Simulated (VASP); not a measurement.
# MnSi (P2_13) in VASP: electric field gradients with PBE

Aim: the electric field gradients of MnSi with PBE.

Everything below comes from runs of VASP 6.6.1. Logs are shortened: lines on timing, memory, paths and dates and some standing lists are left out, and cuts for length are marked.

### 1 The cell of the first run

The structure is cubic, space group P2_13 (No. 198). The conventional cell has a = 4.556 Å, b = 4.556 Å, c = 4.556 Å, α = 90.00°, β = 90.00°, γ = 90.00°. Mn (site symmetry 3) has 7 Si at 2.31 to 2.53 Å and 6 Mn at 2.80 Å within 3.0 Å. Within 3.0 Å of Si (site symmetry 3) lie 7 Mn at 2.31 to 2.53 Å and 6 Si at 2.81 Å.

### 2 Electric field gradients, PBE, collinear spin, ferromagnetic start

The input, INCAR:

```
  ALGO = Normal
  EDIFF = 1E-8
  ENCUT = 520
  GGA = PE
  ISIF = 2
  ISMEAR = -1
  ISPIN = 2
  LASPH = T
  LCHARG = F
  LEFG = T
  LMAXMIX = 4
  LORBIT = 11
  LREAL = F
  LWAVE = F
  MAGMOM = 3 3 3 3 0 0 0 0
  NBANDS = 48
  NELM = 150
  PREC = Accurate
  SIGMA = 0.02
```

The input, KPOINTS:

```
k-points
0
Gamma
  6 6 6
```

The input, POSCAR:

```
MnSi
1.0
    4.5561300000      0.0000000000      0.0000000000
    0.0000000000      4.5561300000      0.0000000000
    0.0000000000      0.0000000000      4.5561300000
Mn Si
4 4
Direct
    0.1383000000      0.1383000000      0.1383000000
    0.3617000000      0.8617000000      0.6383000000
    0.6383000000      0.3617000000      0.8617000000
    0.8617000000      0.6383000000      0.3617000000
    0.8461000000      0.8461000000      0.8461000000
    0.6539000000      0.1539000000      0.3461000000
    0.3461000000      0.6539000000      0.1539000000
    0.1539000000      0.3461000000      0.6539000000
```

Potentials or basis: VASP PAW PBE potentials, release 64 (Mn_pv, Si).

Started as:

```bash
$ cat potpaw_PBE.64/Mn_pv/POTCAR potpaw_PBE.64/Si/POTCAR > POTCAR
$ mpirun -np 1 vasp_std > vasp.out
```

OUTCAR:

```text
EDIFF = 1E-8
   ENCUT = 520
   GGA = PE
   ISIF = 2
   ISMEAR = -1
   ISPIN = 2
   LASPH = T
   LORBIT = 11
   LREAL = F
   NELM = 150
   PREC = Accurate

 ion  position               nearest neighbor table
   1  0.138  0.138  0.138-   5 2.31   6 2.40   7 2.40   8 2.40   7 2.53   8 2.53   6 2.53   3 2.80
                             4 2.80   2 2.80   2 2.80   4 2.80   3 2.80
   2  0.362  0.862  0.638-   6 2.31   5 2.40   7 2.40   8 2.40   7 2.53   8 2.53   5 2.53   1 2.80
                             1 2.80   3 2.80   3 2.80   4 2.80   4 2.80
   3  0.638  0.362  0.862-   7 2.31   6 2.40   5 2.40   8 2.40   8 2.53   6 2.53   5 2.53   1 2.80
                             4 2.80   2 2.80   2 2.80   4 2.80   1 2.80
   4  0.862  0.638  0.362-   8 2.31   6 2.40   7 2.40   5 2.40   6 2.53   5 2.53   7 2.53   1 2.80
                             3 2.80   2 2.80   1 2.80   2 2.80   3 2.80
   5  0.846  0.846  0.846-   1 2.31   2 2.40   3 2.40   4 2.40   3 2.53   4 2.53   2 2.53   6 2.81
                             7 2.81   8 2.81   6 2.81   8 2.81   7 2.81
   6  0.654  0.154  0.346-   2 2.31   1 2.40   3 2.40   4 2.40   3 2.53   4 2.53   1 2.53   8 2.81
                             5 2.81   5 2.81   7 2.81   7 2.81   8 2.81
   7  0.346  0.654  0.154-   3 2.31   2 2.40   1 2.40   4 2.40   4 2.53   2 2.53   1 2.53   8 2.81
                             5 2.81   8 2.81   6 2.81   6 2.81   5 2.81
   8  0.154  0.346  0.654-   4 2.31   2 2.40   3 2.40   1 2.40   2 2.53   1 2.53   3 2.53   7 2.81
                             5 2.81   7 2.81   5 2.81   6 2.81   6 2.81

  LATTYP: Found a simple cubic cell.
 ALAT       =     4.5561300000

  Lattice vectors:

 A1 = (   4.5561300000,   0.0000000000,   0.0000000000)
 A2 = (   0.0000000000,   4.5561300000,   0.0000000000)
 A3 = (   0.0000000000,   0.0000000000,   4.5561300000)

Analysis of symmetry for initial positions (statically):
=====================================================================
 Subroutine PRICEL returns:
 Original cell was already a primitive cell.

 Routine SETGRP: Setting up the symmetry group for a
 simple cubic supercell.

 Subroutine GETGRP returns: Found 12 space group operations
 (whereof  3 operations were pure point group operations)
 out of a pool of 48 trial point group operations.

The static configuration has the point symmetry C_3 .
 The point group associated with its full space group is T   .

Analysis of symmetry for dynamics (positions and initial velocities):
=====================================================================
 Subroutine PRICEL returns:
 Original cell was already a primitive cell.

 Routine SETGRP: Setting up the symmetry group for a
 simple cubic supercell.

 Subroutine GETGRP returns: Found 12 space group operations
 (whereof  3 operations were pure point group operations)
 out of a pool of 48 trial point group operations.

The dynamic configuration has the point symmetry C_3 .
 The point group associated with its full space group is T   .

Analysis of structural, dynamic, and magnetic symmetry:
=====================================================================
 Subroutine PRICEL returns:
 Original cell was already a primitive cell.

 Routine SETGRP: Setting up the symmetry group for a
 simple cubic supercell.

 Subroutine GETGRP returns: Found 12 space group operations
 (whereof  3 operations were pure point group operations)
 out of a pool of 48 trial point group operations.

The overall configuration has the point symmetry C_3 .
 The point group associated with its full space group is T   .

 Subroutine INISYM returns: Found 12 space group operations
 (whereof  3 operations are pure point group operations),
 and found     1 'primitive' translations

----------------------------------------------------------------------------------------

                                     Primitive cell

  volume of cell :      94.5776

  direct lattice vectors                    reciprocal lattice vectors
     4.556130000  0.000000000  0.000000000     0.219484519  0.000000000  0.000000000
     0.000000000  4.556130000  0.000000000     0.000000000  0.219484519  0.000000000
     0.000000000  0.000000000  4.556130000     0.000000000  0.000000000  0.219484519

  length of vectors
     4.556130000  4.556130000  4.556130000     0.219484519  0.219484519  0.219484519
[... 145 lines left out ...]
 cond. band min:      10.8319944999   @ k =  -0.3333   0.5000   0.0000
 fundamental gap:      0.0165618883
 Fermi energy:        10.8187713556

 spin component 1

 k-point     1 :       0.0000    0.0000    0.0000
  band No.  band energies     occupation
      1     -37.6171      1.00000
      2     -37.6171      1.00000
      3     -37.6171      1.00000
      4     -37.5508      1.00000
      5     -37.5508      1.00000
      6     -37.5422      1.00000
[... 1165 lines left out ...]
     45      16.6006      0.00000
     46      16.6006      0.00000
 Fermi energy:        10.8187713556

 spin component 2

 k-point     1 :       0.0000    0.0000    0.0000
  band No.  band energies     occupation
      1     -36.5871      1.00000
      2     -36.5871      1.00000
      3     -36.5871      1.00000
      4     -36.5090      1.00000
      5     -36.3676      1.00000
      6     -36.3676      1.00000
[... 1165 lines left out ...]
     45      16.8725      0.00000
     46      16.8725      0.00000
 [bands above 46 left out]

------------------------ aborting loop because EDIFF is reached ----------------------------------------

  FORCE on cell =-STRESS in cart. coord.  units (eV):
  Direction    XX          YY          ZZ          XY          YZ          ZX
  --------------------------------------------------------------------------------------
  -------------------------------------------------------------------------------------
  Total       -3.2636749     -3.2636749     -3.2636749      0.0000000      0.0000000      0.0000000
  in kB      -55.2877802    -55.2877802    -55.2877802      0.0000000      0.0000000      0.0000000
  external PRESSURE =     -55.2877802 kB  Pullay stress =       0.0000000 kB

 VOLUME and BASIS-vectors are now :
 -----------------------------------------------------------------------------
  energy-cutoff  :      520.00
  volume of cell :       94.58
      direct lattice vectors                 reciprocal lattice vectors
     4.556130000  0.000000000  0.000000000     0.219484519  0.000000000  0.000000000
     0.000000000  4.556130000  0.000000000     0.000000000  0.219484519  0.000000000
     0.000000000  0.000000000  4.556130000     0.000000000  0.000000000  0.219484519

 POSITION                                       TOTAL-FORCE (eV/Angst)
 -----------------------------------------------------------------------------------
      0.63011      0.63011      0.63011        -0.164287     -0.164287     -0.164287
      1.64795      3.92602      2.90818         0.164287      0.164287     -0.164287
      2.90818      1.64795      3.92602        -0.164287      0.164287      0.164287
      3.92602      2.90818      1.64795         0.164287     -0.164287      0.164287
      3.85494      3.85494      3.85494        -0.058869     -0.058869     -0.058869
      2.97925      0.70119      1.57688         0.058869      0.058869     -0.058869
      1.57688      2.97925      0.70119        -0.058869      0.058869      0.058869
      0.70119      1.57688      2.97925         0.058869     -0.058869      0.058869
 -----------------------------------------------------------------------------------
    total drift:                               -0.000000     -0.000000      0.000000

  FREE ENERGIE OF THE ION-ELECTRON SYSTEM (eV)
  ---------------------------------------------------
  free  energy   TOTEN  =       -61.3705345492 eV

  energy  without entropy=      -61.3626507324  energy(sigma->0) =      -61.36659264

 Electric field gradients (V/A^2)
---------------------------------------------------------------------
 ion       V_xx      V_yy      V_zz      V_xy      V_xz      V_yz
---------------------------------------------------------------------
   1      -0.000    -0.000    -0.000     0.050     0.050     0.050
   2      -0.000    -0.000    -0.000     0.050    -0.050    -0.050
   3      -0.000    -0.000    -0.000    -0.050    -0.050     0.050
   4      -0.000    -0.000    -0.000    -0.050     0.050    -0.050
   5      -0.000     0.000    -0.000   -16.660   -16.660   -16.660
   6       0.000    -0.000    -0.000   -16.660    16.660    16.660
   7       0.000    -0.000    -0.000    16.660    16.660   -16.660
   8       0.000     0.000    -0.000    16.660   -16.660    16.660
---------------------------------------------------------------------

 Electric field gradients after diagonalization (V/A^2)
 (convention: |V_zz| > |V_xx| > |V_yy|)
----------------------------------------------------------------------
 ion       V_xx      V_yy      V_zz     asymmetry (V_yy - V_xx)/ V_zz
----------------------------------------------------------------------
   1      -0.050    -0.050     0.099       0.000
   2      -0.050    -0.050     0.099       0.000
   3      -0.050    -0.050     0.099       0.000
   4      -0.050    -0.050     0.099       0.000
   5      16.660    16.660   -33.320       0.000
   6      16.660    16.660   -33.320       0.000
   7      16.660    16.660   -33.320       0.000
   8      16.660    16.660   -33.320       0.000
----------------------------------------------------------------------

           NMR quadrupolar parameters

 Cq : quadrupolar parameter    Cq=e*Q*V_zz/h
 eta: asymmetry parameters     (V_yy - V_xx)/ V_zz
 Q  : nuclear electric quadrupole moment in mb (millibarn)
----------------------------------------------------------------------
 ion       Cq(MHz)       eta       Q (mb)
----------------------------------------------------------------------
   1       0.000       0.000       1.000
   2       0.000       0.000       1.000
   3       0.000       0.000       1.000
   4       0.000       0.000       1.000
   5      -0.081       0.000       1.000
   6      -0.081       0.000       1.000
   7      -0.081       0.000       1.000
   8      -0.081       0.000       1.000
----------------------------------------------------------------------

 total charge

# of ion       s       p       d       tot
------------------------------------------
    1        0.325   6.370   5.263  11.958
    2        0.325   6.370   5.263  11.958
    3        0.325   6.370   5.263  11.958
    4        0.325   6.370   5.263  11.958
    5        0.742   0.888   0.000   1.630
    6        0.742   0.888   0.000   1.630
    7        0.742   0.888   0.000   1.630
    8        0.742   0.888   0.000   1.630
--------------------------------------------------
tot          4.266  29.031  21.053  54.350

 magnetization (x)

# of ion       s       p       d       tot
------------------------------------------
    1        0.001   0.007   1.059   1.066
    2        0.001   0.007   1.059   1.066
    3        0.001   0.007   1.059   1.066
    4        0.001   0.007   1.059   1.066
    5       -0.014  -0.038   0.000  -0.051
    6       -0.014  -0.038   0.000  -0.051
    7       -0.014  -0.038   0.000  -0.051
    8       -0.014  -0.038   0.000  -0.051
--------------------------------------------------
tot         -0.052  -0.125   4.235   4.058
```

Run time: 2.6 min. Hardware: 1 thread of Intel Xeon Platinum 8488C (Sapphire Rapids), shared host; peak memory 0.33 GiB.

What came out:

- Free energy: -61.3705 eV
- Pressure: -5.5 GPa
- Largest force: 0.285 eV/Å
- Band gap on the k mesh: zero (filled and empty bands overlap)
- Net moment: 4.00 μB per cell
- Site moments: Mn +1.07; Si -0.05 μB
- Valence electrons inside the program's atomic spheres: Mn 11.96; Si 1.63

Forces in eV/Å, atoms in the order of the input:
```
Mn  -0.164 -0.164 -0.164
Mn   0.164  0.164 -0.164
Mn  -0.164  0.164  0.164
Mn   0.164 -0.164  0.164
Si  -0.059 -0.059 -0.059
Si   0.059  0.059 -0.059
Si  -0.059  0.059  0.059
Si   0.059 -0.059  0.059
```

Levels at points of the mesh, in eV from the Fermi level:
Spin up:
| k point | band 34 | band 35 | band 36 | band 37 | band 38 | band 39 |
| --- | --- | --- | --- | --- | --- | --- |
| (0.00, 0.00, 0.00) | -0.41 | -0.37 | -0.37 | 0.69 | 0.69 | 0.69 |
| (0.50, 0.00, 0.00) | -0.65 | -0.17 | -0.17 | 0.23 | 0.23 | 1.72 |
| (0.50, 0.50, 0.00) | -1.05 | -0.62 | -0.62 | 0.68 | 0.68 | 1.20 |
| (0.50, 0.50, 0.50) | -0.73 | -0.73 | -0.73 | 0.53 | 0.53 | 0.53 |
Spin down:
```tsv
k point	band 28	band 29	band 30	band 31	band 32	band 33	band 34	band 35	band 36	band 37
(0.00, 0.00, 0.00)	-1.81	-1.38	-1.38	-1.38	0.65	0.65	0.65	0.96	0.96	1.49
(0.50, 0.00, 0.00)	-1.77	-1.14	-1.14	-0.41	-0.41	0.58	0.58	0.87	0.87	1.01
(0.50, 0.50, 0.00)	-0.96	-0.58	-0.58	-0.49	-0.49	-0.25	-0.25	0.59	0.59	1.39
(0.50, 0.50, 0.50)	-1.81	0.08	0.08	0.08	0.08	0.23	0.23	0.23	0.23	1.20
```

Electric field gradients, principal values (V/Å²):
```csv
atom,least,middle,greatest (by size)
1 Mn,-0.050,-0.050,0.099
2 Mn,-0.050,-0.050,0.099
3 Mn,-0.050,-0.050,0.099
4 Mn,-0.050,-0.050,0.099
5 Si,16.660,16.660,-33.320
6 Si,16.660,16.660,-33.320
7 Si,16.660,16.660,-33.320
8 Si,16.660,16.660,-33.320
```

Caveat: without QUAD_EFG the Cq values of the log hold for a quadrupole moment of 1 mb, not for the nuclei.
